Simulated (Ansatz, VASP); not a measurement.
# One calculation of LaB6, two programs

```
La B
1.0
     4.11026    0.00000    0.00000
     0.00000    4.11026    0.00000
     0.00000    0.00000    4.11026
La B
1 6
Direct
  0.00000 0.00000 0.00000
  0.19927 0.50000 0.50000
  0.80073 0.50000 0.50000
  0.50000 0.50000 0.19927
  0.50000 0.50000 0.80073
  0.50000 0.19927 0.50000
  0.50000 0.80073 0.50000
```

Alike in both runs: functional BLYP; dispersion D3(BJ); k mesh 6 × 6 × 6; occupations gaussian, width 0.05 eV; no spin polarisation.

Ansatz relaxed the structure, and its values are those at the end. VASP's run is a single point on that final structure, the one shown.

```csv
,VASP,Ansatz
version,VASP 6.6.1,Ansatz 0.2.0
potentials or method,"VASP PAW PBE potentials, release 64 (La, B), cutoff 520 eV","scalar-relativistic, plane waves, PAW"
valence electrons in the cell,29,29
```

|  | VASP | Ansatz | Ansatz less VASP |
| --- | --- | --- | --- |
| gap on the k mesh at the Fermi level (eV) | none | none | - |
| pressure (GPa) | 0.7 | 0.8 | +0.10 |

VASP's potentials were made for PBE, not for BLYP. A gap of «none» marks a metal or a gap that the smearing closes. Ansatz's warnings: stress scf threshold loose.

Spin-orbit coupling is off throughout.
